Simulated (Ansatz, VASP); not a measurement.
# One calculation of Ba, two programs

The input POSCAR:

```
Ba
1.0
    0.0000000000      3.0886847102      3.0886847102
    3.0886847102      0.0000000000      3.0886847102
    3.0886847102      3.0886847102      0.0000000000
Ba
1
Direct
    0.0000000000      0.0000000000      0.0000000000
```

INCAR.step1

```
SYSTEM = Ba
PREC = Accurate ; ENCUT = 520
ISMEAR = -1 ; SIGMA = 0.1
LREAL = .FALSE. ; LASPH = .TRUE.
NELM = 80 ; NBANDS = 11
GGA = PE ; ALGO = Normal
EDIFF = 1E-4 ; LWAVE = .TRUE.
LCHARG = .FALSE.
```

Contents of INCAR.step2:

```
SYSTEM = Ba
PREC = Accurate ; ENCUT = 520
EDIFF = 1E-7 ; ISMEAR = -1
SIGMA = 0.1 ; LREAL = .FALSE.
LASPH = .TRUE. ; NELM = 80
ALGO = Normal ; ISIF = 2
LWAVE = .FALSE. ; LCHARG = .FALSE.
METAGGA = R2SCAN ; LMIXTAU = .TRUE.
NBANDS = 11 ; ISTART = 1
```

Contents of KPOINTS:

```
regular mesh
0
G
  10 10 10
  0 0 0
```

Input for Ansatz:

```yaml
crystal:
  lattice:
    - [0.0, 3.0886847102, 3.0886847102]
    - [3.0886847102, 0.0, 3.0886847102]
    - [3.0886847102, 3.0886847102, 0.0]
  atoms:
    - { symbol: Ba, position: [0.0, 0.0, 0.0] }
hamiltonian:
  xc: r2scan
  pseudopotentials:
    kind: paw
    azcp:
      Ba: "pseudopotentials/Ba.paw.azcp"
basis:
  ecutwfc: 500
  fft_grid_basis: typed
kpoints:
  mp_grid: { grid: [10, 10, 10], shift: [0, 0, 0] }
magnetization:
  spin_polarized: false
scf:
  occupations: { method: fermi_dirac, width: 0.1 }
  lower_state_search: "off"
output:
  stress: true
```

Alike in both runs: task single point; functional r2SCAN; k mesh 10 × 10 × 10; occupations fermi-dirac, width 0.1 eV; no spin polarisation.

```csv
,VASP,Ansatz
version,VASP 6.6.1,Ansatz 0.2.0
potentials or method,"VASP PAW PBE potentials, release 64 (Ba_sv), cutoff 520 eV","plane waves (500 eV) with PAW, scalar-relativistic"
valence electrons in the cell,10,10
```

VASP gave:

```
pressure (GPa) : 1.2
```

Problem. Which values does Ansatz return?

Solution. Pressure (GPa): 1.1.

VASP's potentials were made for PBE, not for r2SCAN. With one functional, cell and mesh, what is left measures potentials, basis and numerics.

Spin-orbit coupling is off throughout.
